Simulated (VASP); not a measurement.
AlCo, 2 atoms in the cell. It takes space group Pm-3m (No. 221, cubic). The conventional cell has a = 2.819 Å, b = 2.819 Å, c = 2.819 Å, α = 90.00°, β = 90.00°, γ = 90.00°. Within 3.2 Å of Co (site symmetry m-3m) lie 8 Al at 2.44 Å and 6 Co at 2.82 Å. Within 3.2 Å of Al (site symmetry m-3m) lie 8 Co at 2.44 Å and 6 Al at 2.82 Å. 

```yaml
Program: VASP 6.6.1
Task: single point
Functional: LDA
Potentials_or_basis: VASP PAW LDA potentials, release 64 (Co, Al)
Cutoff: 540 eV
k_mesh: 28 × 28 × 28
Occupations: tetrahedron, width 0.1 eV
Spin: collinear spin, ferromagnetic start
Starting_moments: "[2.0, 0.0] μB"
Hubbard_terms: Co d U = 5 eV
Tolerance_level: standard
Purpose: density of states
K_density: 11 × 11 × 11
Further_INCAR_settings: ALGO = Normal; EDIFF = 1e-06; NBANDS = 28
```

Potentials or basis: VASP PAW LDA potentials, release 64 (Co, Al).

Run with:

```console
$ cat potpaw_LDA.64/Co/POTCAR potpaw_LDA.64/Al/POTCAR > POTCAR
$ cp INCAR.step1 INCAR
$ cp KPOINTS.step1 KPOINTS
$ mpirun -np 1 vasp_std > vasp.out
$ cp INCAR.step2 INCAR
$ cp KPOINTS.step2 KPOINTS
$ mpirun -np 1 vasp_std > vasp.out
```

Hardware: 1 thread of Intel(R) Xeon(R) 6975P-C (Granite Rapids), on a shared host.

Q: How long does it take, and how much memory?

A: It took 5.9 min on 1 thread of Intel(R) Xeon(R) 6975P-C (Granite Rapids), on a shared host, peak memory 0.73 GiB. Counts: k points 680.
